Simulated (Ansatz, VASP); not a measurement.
## LaHg2: VASP beside Ansatz

```
La Hg
1.0
     4.97648    0.00000    0.00000
    -2.48824    4.30976    0.00000
     0.00000    0.00000    3.66213
La Hg
1 2
Direct
  0.00000 0.00000 0.00000
  0.33333 0.66667 0.45000
  0.66667 0.33333 0.55000
```

Change from the starting cell: volume scaled by 1.01.

Alike in both runs: task single point; functional PBEsol; k mesh 10 × 10 × 11; occupations fermi-dirac, width 0.03 eV; no spin polarisation.

```csv
,VASP,Ansatz
version,VASP 6.6.1,Ansatz 0.2.0
potentials or method,"VASP PAW PBE potentials, release 64 (La, Hg), cutoff 520 eV","all-electron LAPW, scalar-relativistic"
```

```csv
,VASP,Ansatz,Ansatz less VASP
pressure (GPa),-1.2,-1.4,-0.18
"traceless stress, the component that is largest in VASP (GPa)",-0.80,-0.68,+0.114
rms of the force components (eV/Å),0.128,0.133,+0.0051
```

VASP's potentials were made for PBE, not for PBEsol. Atom by atom the forces differ by 0.005 eV/Å (rms over components). Ansatz ran all-electron here, and VASP with PAW potentials.

Neither program's run includes spin-orbit coupling.
